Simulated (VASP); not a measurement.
# AlN (Cmc2_1) in VASP: further runs, part 2 of 2

VASP 6.6.1.

**5. Single point, LDA**

Contents of INCAR:

```
PREC = Accurate
ENCUT = 520
EDIFF = 1E-6
ISMEAR = 0
SIGMA = 0.05
LREAL = F
LASPH = T
NELM = 60
ALGO = Normal
ISIF = 2
LWAVE = F
LCHARG = F
NBANDS = 16
```

Contents of KPOINTS:

```
Automatic mesh
0
Gamma
  9 9 6
```

Contents of POSCAR:

```
AlN
1.0
    3.1403243997      0.0000000000      0.0000000000
   -1.5701621999      2.7196007063      0.0000000000
    0.0000000000      0.0000000000      5.0263297624
Al N
2 2
Direct
    0.3236882189      0.6473764378      0.0015212672
    0.6763117811      0.3526235622      0.5015212672
    0.3419399799      0.6838799599      0.3834787328
    0.6580600201      0.3161200401      0.8834787328
```

Potentials or basis: VASP PAW LDA potentials, release 64 (Al, N).

Command:

```bash
$ cat potpaw_LDA.64/Al/POTCAR potpaw_LDA.64/N/POTCAR > POTCAR
$ mpirun -np 1 vasp_std > vasp.out
```

OUTCAR:

```text
PREC = Accurate
   ENCUT = 520
   EDIFF = 1E-6
   ISMEAR = 0
   LREAL = F
   LASPH = T
   NELM = 60
   ISIF = 2

 ion  position               nearest neighbor table
   1  0.324  0.647  0.002-   4 1.91   4 1.91   4 1.91   3 1.92   2 3.07   2 3.07   2 3.07   2 3.07
                             2 3.16   2 3.16
   2  0.676  0.353  0.502-   3 1.91   3 1.91   3 1.91   4 1.92   1 3.07   1 3.07   1 3.07   1 3.07
                             1 3.16   1 3.16
   3  0.342  0.684  0.383-   2 1.91   2 1.91   2 1.91   1 1.92
   4  0.658  0.316  0.883-   1 1.91   1 1.91   1 1.91   2 1.92

  LATTYP: Found a hexagonal cell.
 ALAT       =     3.1403243997
 C/A-ratio  =     1.6005766038

  Lattice vectors:

 A1 = (   3.1403243997,   0.0000000000,   0.0000000000)
 A2 = (  -1.5701621999,   2.7196007063,   0.0000000000)
 A3 = (   0.0000000000,   0.0000000000,   5.0263297624)

Analysis of symmetry for initial positions (statically):
=====================================================================
 Subroutine PRICEL returns:
 Original cell was already a primitive cell.

 Routine SETGRP: Setting up the symmetry group for a
 hexagonal supercell.

 Subroutine GETGRP returns: Found  4 space group operations
 (whereof  2 operations were pure point group operations)
 out of a pool of 24 trial point group operations.

The static configuration has the point symmetry C_1h.
 The point group associated with its full space group is C_2v.

Analysis of symmetry for dynamics (positions and initial velocities):
=====================================================================
 Subroutine PRICEL returns:
 Original cell was already a primitive cell.

 Routine SETGRP: Setting up the symmetry group for a
 hexagonal supercell.

 Subroutine GETGRP returns: Found  4 space group operations
 (whereof  2 operations were pure point group operations)
 out of a pool of 24 trial point group operations.

The dynamic configuration has the point symmetry C_1h.
 The point group associated with its full space group is C_2v.

[... 119 lines left out ...]
   IALGO  =     38    algorithm
   IMIX   =      4    mixing-type and parameters
     AMIX     =   0.40;   BMIX     =  1.00
     AMIX_MAG =   1.60;   BMIX_MAG =  1.00
  volume/ion in A,a.u.               =      10.73        72.42
  Fermi-wavevector in a.u.,A,eV,Ry     =   1.178161  2.226401 18.885746  1.388063
  Thomas-Fermi vector in A             =   2.314495
   LORBIT       =      0    0 simple, 1 ext, 2 COOP (PROOUT), +10 PAW based schemes
   GGA     = CA    functional components
   LHFCALC =     F    Hartree Fock is set to
   AEXX    =    0.0000 exact exchange contribution
   IVDW    =     0    specifies the selected vdW correction
   LEPSILON=     F    determine dielectric tensor
   LRPA    =     F    only Hartree local field effects (RPA)
 non-spin polarized calculation
 Gauss-broadening in eV      SIGMA  =   0.05
  energy-cutoff  :      520.00
  volume of cell :       42.93
 maximum number of plane-waves:      1182
   NGX = 11   NGY = 11   NGZ = 19

 number of electron      15.9999999 magnetization

 Free energy of the ion-electron system (eV)
  ---------------------------------------------------
  ext. energy  EPLUGINS =         0.00000000
  ---------------------------------------------------
  free energy    TOTEN  =       -32.76281319 eV

  energy without entropy =      -32.76281319  energy(sigma->0) =      -32.76281319

 E-fermi :   5.8635     XC(G=0): -11.1280

 val. band max:        5.6532448291   @ k =   0.0000   0.0000   0.0000
 cond. band min:       9.6063858223   @ k =   0.0000   0.0000   0.0000
 fundamental gap:      3.9531409932
 Fermi energy:         5.8635002126

 k-point     1 :       0.0000    0.0000    0.0000
  band No.  band energies     occupation
      1      -9.2334      2.00000
      2      -7.0951      2.00000
      3      -0.2895      2.00000
      4       4.7500      2.00000
      5       4.7957      2.00000
      6       5.3451      2.00000
[... 433 lines left out ...]
      3       0.6914      2.00000
      4       1.6841      2.00000
      5       2.4694      2.00000
      6       2.5064      2.00000
[... 8 lines left out ...]
     15      17.7900      0.00000
     16      19.7866      0.00000

 [... further k-points ...]
[... 5 lines left out ...]
  --------------------------------------------------------------------------------------
  -------------------------------------------------------------------------------------
  Total       -2.5486370     -2.4890945     -2.3154476      0.0000000      0.0000000      0.0000000
  in kB      -95.1235244    -92.9012008    -86.4201276      0.0000000      0.0000000      0.0000000
  external PRESSURE =     -91.4816176 kB  Pullay stress =       0.0000000 kB

 VOLUME and BASIS-vectors are now :
 -----------------------------------------------------------------------------
  energy-cutoff  :      520.00
  volume of cell :       42.93
      direct lattice vectors                 reciprocal lattice vectors
     3.140324400  0.000000000  0.000000000     0.318438439  0.183850519  0.000000000
    -1.570162200  2.719600706  0.000000000     0.000000000  0.367701037  0.000000000
     0.000000000  0.000000000  5.026329762     0.000000000  0.000000000  0.198952327

 POSITION                                       TOTAL-FORCE (eV/Angst)
 -----------------------------------------------------------------------------------
     -0.00000      1.76061      0.00765        -0.000000      0.278218      0.034315
      1.57016      0.95900      2.52081         0.000000     -0.278218      0.034315
     -0.00000      1.85988      1.92749         0.000000     -0.155790     -0.034315
      1.57016      0.85972      4.44066        -0.000000      0.155790     -0.034315
 -----------------------------------------------------------------------------------
    total drift:                                0.000000      0.000000      0.000554

  FREE ENERGIE OF THE ION-ELECTRON SYSTEM (eV)
  ---------------------------------------------------
  free  energy   TOTEN  =       -32.7628131890 eV

  energy  without entropy=      -32.7628131890  energy(sigma->0) =      -32.76281319
```

Run time: 35 s. Hardware: 1 thread of Intel Xeon 6975P-C, shared host; peak memory 0.18 GiB.

Results:

* Free energy: -32.7628 eV
* Pressure: -9.1 GPa
* Largest force: 0.280 eV/Å
* Band gap on the k mesh: 3.95 eV, direct

Forces on the atoms (eV/Å):
```
Al   0.000  0.278  0.034
Al   0.000 -0.278  0.034
N    0.000 -0.156 -0.034
N    0.000  0.156 -0.034
```

Levels at points of the mesh, in eV from the valence-band top:
| k point | band 5 | band 6 | band 7 | band 8 | band 9 | band 10 | band 11 | band 12 |
| --- | --- | --- | --- | --- | --- | --- | --- | --- |
| (0.00, 0.00, 0.00) | -0.86 | -0.31 | -0.16 | 0.00 | 3.95 | 6.28 | 10.19 | 10.55 |
| (0.00, 0.00, 0.50) | -0.59 | -0.59 | -0.54 | -0.54 | 6.14 | 6.14 | 9.89 | 9.89 |
